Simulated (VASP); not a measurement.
# ZnS (P6_3mc) in VASP: further runs

Runs on ZnS. Level: PBE. Tasks: single point.

Program: VASP 6.6.1. These are calculated values, not measurements. Logs are shortened: lines on timing, memory, paths and dates and some standing lists are left out, and cuts for length are marked.

## (1) The cell of the first run

Symmetry: P6_3mc, No. 186, hexagonal system. The conventional cell has a = 3.653 Å, b = 3.653 Å, c = 5.994 Å, α = 90.00°, β = 90.00°, γ = 120.00°. Within 3.0 Å of Zn (site symmetry 3m) lie 4 S at 2.24 Å. S (site symmetry 3m) has 4 Zn at 2.24 Å within 3.0 Å.

## (2) Single point, PBE (strain -4.0%)

File INCAR:

```
SYSTEM = ZnS
  ALGO = Normal
  EDIFF = 1E-7
  ENCUT = 520
  GGA = PE
  ISIF = 2
  ISMEAR = -1
  LASPH = .TRUE.
  LCHARG = .FALSE.
  LREAL = .FALSE.
  LWAVE = .FALSE.
  NBANDS = 26
  NELM = 100
  PREC = Accurate
  SIGMA = 0.02
```

File KPOINTS:

```
k-points
0
G
  12 12 4
  0 0 0
```

File POSCAR:

```
ZnS
1.0
    3.6532328224      0.0000000000      0.0000000000
   -1.8266164112      3.1637924301      0.0000000000
    0.0000000000      0.0000000000      5.9942333867
Zn S
2 2
Direct
    0.3333333333      0.6666666667      0.0007012089
    0.6666666667      0.3333333333      0.5007012089
    0.3333333333      0.6666666667      0.3742987911
    0.6666666667      0.3333333333      0.8742987911
```

Potentials or basis: VASP PAW PBE potentials, release 64 (Zn, S).

Run with:

```sh
> cat potpaw_PBE.64/Zn/POTCAR potpaw_PBE.64/S/POTCAR > POTCAR
> mpirun -np 1 vasp_std > vasp.out
```

OUTCAR:

```text
SYSTEM = ZnS
   EDIFF = 1E-7
   ENCUT = 520
   GGA = PE
   ISIF = 2
   ISMEAR = -1
   LASPH = .TRUE.
   LREAL = .FALSE.
   NELM = 100
   PREC = Accurate

 ion  position               nearest neighbor table
   1  0.333  0.667  0.001-   3 2.24   4 2.24   4 2.24   4 2.24
   2  0.667  0.333  0.501-   4 2.24   3 2.24   3 2.24   3 2.24
   3  0.333  0.667  0.374-   1 2.24   2 2.24   2 2.24   2 2.24
   4  0.667  0.333  0.874-   2 2.24   1 2.24   1 2.24   1 2.24

  LATTYP: Found a hexagonal cell.
 ALAT       =     3.6532328224
 C/A-ratio  =     1.6408024558

  Lattice vectors:

 A1 = (   3.6532328224,   0.0000000000,   0.0000000000)
 A2 = (  -1.8266164112,   3.1637924301,   0.0000000000)
 A3 = (   0.0000000000,   0.0000000000,   5.9942333867)

Analysis of symmetry for initial positions (statically):
=====================================================================
 Subroutine PRICEL returns:
 Original cell was already a primitive cell.

 Routine SETGRP: Setting up the symmetry group for a
 hexagonal supercell.

 Subroutine GETGRP returns: Found 12 space group operations
 (whereof  6 operations were pure point group operations)
 out of a pool of 24 trial point group operations.

The static configuration has the point symmetry C_3v.
 The point group associated with its full space group is C_6v.

Analysis of symmetry for dynamics (positions and initial velocities):
=====================================================================
 Subroutine PRICEL returns:
 Original cell was already a primitive cell.

 Routine SETGRP: Setting up the symmetry group for a
 hexagonal supercell.

 Subroutine GETGRP returns: Found 12 space group operations
 (whereof  6 operations were pure point group operations)
 out of a pool of 24 trial point group operations.

The dynamic configuration has the point symmetry C_3v.
 The point group associated with its full space group is C_6v.

 Subroutine INISYM returns: Found 12 space group operations
 (whereof  6 operations are pure point group operations),
 and found     1 'primitive' translations

----------------------------------------------------------------------------------------

                                     Primitive cell

  volume of cell :      69.2818

  direct lattice vectors                    reciprocal lattice vectors
     3.653232822  0.000000000  0.000000000     0.273730159  0.158038181  0.000000000
    -1.826616411  3.163792430  0.000000000     0.000000000  0.316076362  0.000000000
     0.000000000  0.000000000  5.994233387     0.000000000  0.000000000  0.166827004

  length of vectors
     3.653232822  3.653232822  5.994233387     0.316076362  0.316076362  0.166827004

  position of ions in fractional coordinates (direct lattice)
     0.333333333  0.666666667  0.000701209
     0.666666667  0.333333333  0.500701209
     0.333333333  0.666666667  0.374298791
     0.666666667  0.333333333  0.874298791

  ion indices of the primitive-cell ions
   primitive index   ion index
                 1           1
                 2           2
                 3           3
                 4           4

----------------------------------------------------------------------------------------

 KPOINTS: k-points

Automatic generation of k-mesh.
 Grid dimensions read from file:
 generate k-points for:   12   12    4

 Generating k-lattice:

  Cartesian coordinates                     Fractional coordinates (reciprocal lattice)
     0.022810847  0.013169848  0.000000000     0.083333333  0.000000000  0.000000000
     0.000000000  0.026339697  0.000000000     0.000000000  0.083333333  0.000000000
     0.000000000  0.000000000  0.041706751     0.000000000  0.000000000  0.250000000

  Length of vectors
     0.026339697  0.026339697  0.041706751

  Shift w.r.t. Gamma in fractional coordinates (k-lattice)
     0.000000000  0.000000000  0.000000000

 Subroutine IBZKPT returns following result:
 ===========================================

 Found     57 irreducible k-points:

 Following reciprocal coordinates:
            Coordinates               Weight
  0.000000  0.000000  0.000000      1.000000
  0.083333  0.000000  0.000000      6.000000
  0.166667 -0.000000  0.000000      6.000000
  0.250000  0.000000  0.000000      6.000000
  0.333333  0.000000  0.000000      6.000000
  0.416667 -0.000000  0.000000      6.000000
[... 16 lines left out ...]
  0.250000  0.000000  0.250000     12.000000
  0.333333  0.000000  0.250000     12.000000
 [... further k-points ...]
   k-points           NKPTS =     57   k-points in BZ     NKDIM =     57   number of bands    NBANDS=     26
   number of dos      NEDOS =    301   number of ions     NIONS =      4
   total plane-waves  NPLWV =  37632
   dimension x,y,z NGX =    28 NGY =   28 NGZ =   48
   dimension x,y,z NGXF=    56 NGYF=   56 NGZF=   96
   ions per type =               2   2
   NGX,Y,Z   is equivalent  to a cutoff of  12.74, 12.74, 13.31 a.u.
   NGXF,Y,Z  is equivalent  to a cutoff of  25.48, 25.48, 26.62 a.u.
 SYSTEM =  ZnS
   PREC   = accura    normal or accurate (medium, high low for compatibility)
   ISTART =      0    job   : 0-new  1-cont  2-samecut
   ICHARG =      2    charge: 1-file 2-atom 10-const
   ISPIN  =      1    spin polarized calculation?
   LNONCOLLINEAR =      F non collinear calculations
   LSORBIT =      F    spin-orbit coupling
   LASPH  =      T    aspherical Exc in radial PAW
   ENCUT  =  520.0 eV  38.22 Ry    6.18 a.u.   6.79  6.79 11.15*2*pi/ulx,y,z
   NELM   =    100;   NELMIN=  2; NELMDL= -5     # of ELM steps
   EDIFF  = 0.1E-06   stopping-criterion for ELM
   LREAL  =      F    real-space projection
   EDIFFG = 0.1E-05   stopping-criterion for IOM
   NSW    =      0    number of steps for IOM
   IBRION =     -1    ionic relax: 0-MD 1-quasi-New 2-CG
   NFREE  =      0    steps in history (QN), initial steepest desc. (CG)
   ISIF   =      2    stress and relaxation
   ISYM   =      2    0-nonsym 1-usesym 2-fastsym
   POTIM  = 0.5000    time-step for ionic-motion
   TEBEG  =    0.0;   TEEND  =   0.0 temperature during run
   PSTRESS=    0.0 pullay stress
   NELECT =      36.0000    total number of electrons
   NUPDOWN=      -1.0000    fix difference up-down
   EMIN   =  10.00;   EMAX   =-10.00  energy-range for DOS
   EFERMI =   0.00;   METHOD = LEGACY
   ISMEAR =    -1;   SIGMA  =   0.02  broadening in eV -4-tet -1-fermi 0-gaus
   EFERMI_NEDOS =   21; number of points for ismear=-14 and -15
   IALGO  =     38    algorithm
   IMIX   =      4    mixing-type and parameters
     AMIX     =   0.40;   BMIX     =  1.00
     AMIX_MAG =   1.60;   BMIX_MAG =  1.00
  volume/ion in A,a.u.               =      17.32       116.88
  Fermi-wavevector in a.u.,A,eV,Ry     =   1.316142  2.487147 23.568408  1.732229
  Thomas-Fermi vector in A             =   2.446275
   LORBIT       =      0    0 simple, 1 ext, 2 COOP (PROOUT), +10 PAW based schemes
   GGA     = PE    functional components
   LHFCALC =     F    Hartree Fock is set to
   AEXX    =    0.0000 exact exchange contribution
   IVDW    =     0    specifies the selected vdW correction
   LEPSILON=     F    determine dielectric tensor
   LRPA    =     F    only Hartree local field effects (RPA)
 non-spin polarized calculation
  energy-cutoff  :      520.00
  volume of cell :       69.28
 maximum number of plane-waves:      1880
 NGX is ok and might be reduce to    28
   NGX = 13   NGY = 13   NGZ = 23

 number of electron      36.0000036 magnetization

 Free energy of the ion-electron system (eV)
  ---------------------------------------------------
  ext. energy  EPLUGINS =         0.00000000
  ---------------------------------------------------
  free energy    TOTEN  =       -13.21557279 eV

  energy without entropy =      -13.21557279  energy(sigma->0) =      -13.21557279

 E-fermi :   3.8983     XC(G=0): -10.2511

 val. band max:        3.4411103148   @ k =   0.0000   0.0000   0.0000
 cond. band min:       6.2337752456   @ k =   0.0000   0.0000   0.0000
 fundamental gap:      2.7926649308
 Fermi energy:         3.8982664316

 k-point     1 :       0.0000    0.0000    0.0000
  band No.  band energies     occupation
      1     -10.7293      2.00000
      2      -9.5373      2.00000
      3      -3.5276      2.00000
      4      -3.5005      2.00000
      5      -3.5005      2.00000
      6      -3.3955      2.00000
[... 18 lines left out ...]
     25      11.1646      0.00000
     26      13.3278      0.00000

 k-point     2 :       0.0833    0.0000    0.0000
  band No.  band energies     occupation
      1     -10.6710      2.00000
      2      -9.5035      2.00000
      3      -3.5208      2.00000
      4      -3.5039      2.00000
      5      -3.4884      2.00000
      6      -3.3926      2.00000
[... 18 lines left out ...]
     25      11.4152      0.00000
     26      12.6979      0.00000

 k-point     3 :       0.1667   -0.0000    0.0000
  band No.  band energies     occupation
      1     -10.5034      2.00000
      2      -9.4118      2.00000
      3      -3.5380      2.00000
      4      -3.4799      2.00000
      5      -3.4573      2.00000
      6      -3.3766      2.00000
[... 18 lines left out ...]
     25      11.7625      0.00000
     26      12.1011      0.00000

 k-point     4 :       0.2500    0.0000    0.0000
  band No.  band energies     occupation
      1     -10.2491      2.00000
      2      -9.2905      2.00000
      3      -3.5641      2.00000
      4      -3.4511      2.00000
      5      -3.4207      2.00000
      6      -3.3266      2.00000
[... 18 lines left out ...]
     25      12.2290      0.00000
     26      12.5965      0.00000
[... 496 lines left out ...]
      1     -10.3658      2.00000
      2      -9.5985      2.00000
      3      -3.5686      2.00000
      4      -3.4813      2.00000
      5      -3.4431      2.00000
      6      -3.4180      2.00000
[... 18 lines left out ...]
     25      11.6684      0.00000
     26      12.2013      0.00000

 k-point    23 :       0.2500    0.0000    0.2500
  band No.  band energies     occupation
      1     -10.1238      2.00000
      2      -9.4478      2.00000
      3      -3.5926      2.00000
      4      -3.4872      2.00000
      5      -3.4006      2.00000
      6      -3.3544      2.00000
[... 18 lines left out ...]
     25      12.2832      0.00000
     26      12.5925      0.00000

 k-point    24 :       0.3333    0.0000    0.2500
  band No.  band energies     occupation
      1      -9.8448      2.00000
      2      -9.3021      2.00000
      3      -3.6036      2.00000
      4      -3.4875      2.00000
      5      -3.3650      2.00000
      6      -3.2552      2.00000
[... 18 lines left out ...]
     25      12.7904      0.00000
     26      13.5839      0.00000

 [... further k-points ...]

------------------------ aborting loop because EDIFF is reached ----------------------------------------

  FORCE on cell =-STRESS in cart. coord.  units (eV):
  Direction    XX          YY          ZZ          XY          YZ          ZX
  --------------------------------------------------------------------------------------
  -------------------------------------------------------------------------------------
  Total        6.4314056      6.4314056      6.7191738      0.0000000     -0.0000000      0.0000000
  in kB      148.7296315    148.7296315    155.3844218      0.0000000     -0.0000000      0.0000000
  external PRESSURE =     150.9478949 kB  Pullay stress =       0.0000000 kB

 VOLUME and BASIS-vectors are now :
 -----------------------------------------------------------------------------
  energy-cutoff  :      520.00
  volume of cell :       69.28
      direct lattice vectors                 reciprocal lattice vectors
     3.653232822  0.000000000  0.000000000     0.273730159  0.158038181  0.000000000
    -1.826616411  3.163792430  0.000000000     0.000000000  0.316076362  0.000000000
     0.000000000  0.000000000  5.994233387     0.000000000  0.000000000  0.166827004

 POSITION                                       TOTAL-FORCE (eV/Angst)
 -----------------------------------------------------------------------------------
     -0.00000      2.10919      0.00420        -0.000000      0.000000     -0.001601
      1.82662      1.05460      3.00132         0.000000     -0.000000     -0.001601
     -0.00000      2.10919      2.24363        -0.000000     -0.000000      0.001601
      1.82662      1.05460      5.24075         0.000000      0.000000      0.001601
 -----------------------------------------------------------------------------------
    total drift:                               -0.000000     -0.000000     -0.002341

  FREE ENERGIE OF THE ION-ELECTRON SYSTEM (eV)
  ---------------------------------------------------
  free  energy   TOTEN  =       -13.2155727913 eV

  energy  without entropy=      -13.2155727913  energy(sigma->0) =      -13.21557279
```

Run time: 82 s. Hardware: 1 thread of Intel Xeon Platinum 8259CL at 2.50GHz (Skylake/Cascade Lake), shared host; peak memory 0.23 GiB.

What came out:

* Free energy: -13.2156 eV
* Pressure: 15.1 GPa
* Band gap on the k mesh: 2.79 eV

Levels at points of the mesh, in eV from the valence-band top:
```csv
k point,band 16,band 17,band 18,band 19,band 20,band 21
"(0.00, 0.00, 0.00)",-0.11,0.00,0.00,2.79,3.31,6.18
"(0.50, 0.00, 0.00)",-2.73,-2.10,-1.08,3.51,4.54,4.99
"(0.00, 0.00, 0.50)",-0.58,-0.58,-0.58,3.90,3.90,6.67
"(0.50, 0.00, 0.50)",-1.97,-1.97,-1.97,3.52,3.52,5.11
```

Caveat: the cell differs from its parent crystal (strain -4.0%); the cell stands under pressure.

## (3) Single point, PBE (strain -3.0%)

File INCAR:

```
PREC = Accurate
ENCUT = 520
EDIFF = 1E-6
ISMEAR = -1
SIGMA = 0.02
LREAL = F
LASPH = T
NELM = 60
ALGO = Normal
ISIF = 2
LWAVE = F
LCHARG = F
GGA = PE
NBANDS = 26
```

File KPOINTS:

```
Automatic mesh
0
Gamma
  12 12 4
```

File POSCAR:

```
ZnS
1.0
    3.6912873310      0.0000000000      0.0000000000
   -1.8456436655      3.1967486013      0.0000000000
    0.0000000000      0.0000000000      6.0566733178
Zn S
2 2
Direct
    0.3333333333      0.6666666667      0.0006289791
    0.6666666667      0.3333333333      0.5006289791
    0.3333333333      0.6666666667      0.3743710209
    0.6666666667      0.3333333333      0.8743710209
```

Potentials or basis: VASP PAW PBE potentials, release 64 (Zn, S).

Run with:

```sh
> cat potpaw_PBE.64/Zn/POTCAR potpaw_PBE.64/S/POTCAR > POTCAR
> mpirun -np 1 vasp_std > vasp.out
```

Wall time 80 s (1 thread of Intel Xeon Platinum 8259CL at 2.50GHz (Skylake/Cascade Lake), shared host); peak memory 0.24 GiB.

It converged, with:

```yaml
Free_energy: -13.3953 eV
Pressure: 11.3 GPa
Band_gap_on_the_k_mesh: 2.64 eV
```

Stress tensor (GPa, compression positive):
```
11.12  0.00  0.00
 0.00 11.12  0.00
 0.00  0.00 11.57
```

Levels at points of the mesh, in eV from the valence-band top:
| k point | band 15 | band 16 | band 17 | band 18 | band 19 | band 20 | band 21 | band 22 |
| --- | --- | --- | --- | --- | --- | --- | --- | --- |
| (0.00, 0.00, 0.00) | -1.04 | -0.10 | 0.00 | 0.00 | 2.64 | 3.27 | 6.22 | 6.22 |
| (0.50, 0.00, 0.00) | -3.75 | -2.60 | -1.99 | -1.03 | 3.56 | 4.48 | 5.02 | 6.82 |
| (0.00, 0.00, 0.50) | -0.55 | -0.55 | -0.55 | -0.55 | 3.82 | 3.82 | 6.70 | 6.70 |
| (0.50, 0.00, 0.50) | -1.88 | -1.88 | -1.88 | -1.88 | 3.54 | 3.54 | 5.15 | 5.15 |

Caveat: the cell differs from its parent crystal (strain -3.0%); the cell stands under pressure. A k mesh can miss the band edges.

## (4) Single point, PBE (strain -2.0%)

File INCAR:

```
  ALGO = Normal
  EDIFF = 1E-6
  ENCUT = 520
  GGA = PE
  ISIF = 2
  ISMEAR = -1
  LASPH = T
  LCHARG = T
  LELF = T
  LREAL = F
  LVHAR = T
  LWAVE = F
  NBANDS = 26
  NELM = 60
  PREC = Accurate
  SIGMA = 0.02
```

File KPOINTS:

```
k-points
0
Gamma
  12 12 4
```

File POSCAR:

```
ZnS
1.0
    3.7293418395      0.0000000000      0.0000000000
   -1.8646709197      3.2297047724      0.0000000000
    0.0000000000      0.0000000000      6.1191132489
Zn S
2 2
Direct
    0.3333333333      0.6666666667      0.0005512859
    0.6666666667      0.3333333333      0.5005512859
    0.3333333333      0.6666666667      0.3744487141
    0.6666666667      0.3333333333      0.8744487141
```

Run with:

```sh
> cat potpaw_PBE.64/Zn/POTCAR potpaw_PBE.64/S/POTCAR > POTCAR
> mpirun -np 1 vasp_std > vasp.out
```

It took 80 s on 1 thread of Intel Xeon Platinum 8259CL at 2.50GHz (Skylake/Cascade Lake), shared host; peak memory 0.24 GiB.

Results (log left out):

| Quantity | Value |
| --- | --- |
| Free energy | -13.5288 eV |
| Pressure | 7.9 GPa |
| Band gap on the k mesh | 2.50 eV |

Stress tensor (GPa, compression positive):
```
7.82 0.00 0.00
0.00 7.82 0.00
0.00 0.00 8.11
```

Levels at points of the mesh, in eV from the valence-band top:
```tsv
k point	band 15	band 16	band 17	band 18	band 19	band 20	band 21	band 22
(0.00, 0.00, 0.00)	-0.99	-0.09	0.00	0.00	2.50	3.22	6.26	6.26
(0.50, 0.00, 0.00)	-3.59	-2.48	-1.89	-0.98	3.60	4.41	5.05	6.86
(0.00, 0.00, 0.50)	-0.52	-0.52	-0.52	-0.52	3.74	3.74	6.73	6.73
(0.50, 0.00, 0.50)	-1.80	-1.80	-1.79	-1.79	3.55	3.55	5.18	5.18
```

Caveat: the cell differs from its parent crystal (strain -2.0%); the cell stands under pressure. A k mesh can miss the band edges.

## (5) Overview

| cell | gap on the mesh (eV) | pressure (GPa) |
| --- | --- | --- |
| a = 3.653, b = 3.653, c = 5.994 Å, angles 90.0, 90.0, 120.0°, 4 atoms, strain -4.0% | 2.79 | 15.1 |
| a = 3.691, b = 3.691, c = 6.057 Å, angles 90.0, 90.0, 120.0°, 4 atoms, strain -3.0% | 2.64 | 11.3 |
| a = 3.729, b = 3.729, c = 6.119 Å, angles 90.0, 90.0, 120.0°, 4 atoms, strain -2.0% | 2.50 | 7.9 |

Alike in all rows: task single point; level PBE; potentials or basis VASP PAW PBE potentials, release 64 (Zn, S); no spin polarisation; k mesh 12 × 12 × 4; cutoff (eV) 520; smearing fermi-dirac 0.02 eV.

Caveats: the cell stands under pressure.

Total energies depend on the potentials used, so only differences within one code and one set of settings carry meaning.
